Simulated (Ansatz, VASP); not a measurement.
## MnCuAs in VASP and in Ansatz

Contents of INCAR:

```
PREC = Accurate ; ENCUT = 520
EDIFF = 1E-6 ; ISMEAR = -1
SIGMA = 0.05 ; LREAL = F
LASPH = T ; NELM = 80
ALGO = Fast ; ISIF = 2
LWAVE = F ; LCHARG = F
GGA = PE ; NBANDS = 38
```

KPOINTS

```
regular mesh
0
Gamma
  7 7 4
```

The input POSCAR:

```
MnCuAs
1.0
    3.6994910000      0.0000000000      0.0000000000
    0.0000000000      3.6994910000      0.0000000000
    0.0000000000      0.0000000000      6.4084220000
As Cu Mn
2 2 2
Direct
    0.5000000000      0.0000000000      0.2237540000
    0.0000000000      0.5000000000      0.7762460000
    0.5000000000      0.5000000000      0.5000000000
    0.0000000000      0.0000000000      0.5000000000
    0.5000000000      0.0000000000      0.8359800000
    0.0000000000      0.5000000000      0.1640200000
```

Contents of input.yaml:

```yaml
crystal:
  lattice:
    - [3.699491, 0.0, 0.0]
    - [0.0, 3.699491, 0.0]
    - [0.0, 0.0, 6.408422]
  atoms:
    - { symbol: As, position: [0.5, 0.0, 0.223754] }
    - { symbol: As, position: [0.0, 0.5, 0.776246] }
    - { symbol: Cu, position: [0.5, 0.5, 0.5] }
    - { symbol: Cu, position: [0.0, 0.0, 0.5] }
    - { symbol: Mn, position: [0.5, 0.0, 0.83598] }
    - { symbol: Mn, position: [0.0, 0.5, 0.16402] }
hamiltonian:
  xc: pbe
  pseudopotentials: { kind: paw }
kpoints:
  mp_grid: { grid: [7, 7, 4] }
scf:
  occupations: { method: fermi_dirac, width: 0.05 }
output:
  forces: true
  stress: true
  eigenvalues: true
```

Alike in both runs: task single point; functional PBE; k mesh 7 × 7 × 4; occupations fermi-dirac, width 0.05 eV; no spin polarisation.

|  | VASP | Ansatz |
| --- | --- | --- |
| version | VASP 6.6.1 | Ansatz 0.2.0 |
| potentials or method | VASP PAW PBE potentials, release 64 (As, Cu, Mn_pv) | Ansatz PAW |
| plane-wave cutoff (eV) | 520 | 420 |
| valence electrons in the cell | 58 | 98 |

|  | VASP | Ansatz | Ansatz less VASP |
| --- | --- | --- | --- |
| gap on the k mesh at the Fermi level (eV) | none | none | - |
| pressure (GPa) | -13.2 | -13.5 | -0.29 |
| traceless stress, the component that is largest in VASP (GPa) | 1.12 | 1.02 | -0.098 |
| rms of the force components (eV/Å) | 0.433 | 0.429 | -0.0041 |

Atom by atom the forces differ by 0.006 eV/Å (rms over components). A gap of «none» marks a metal or a gap that the smearing closes. VASP's potentials hold 58 valence electrons a cell and Ansatz's 98, so a difference there can come from the potentials and not from the codes.
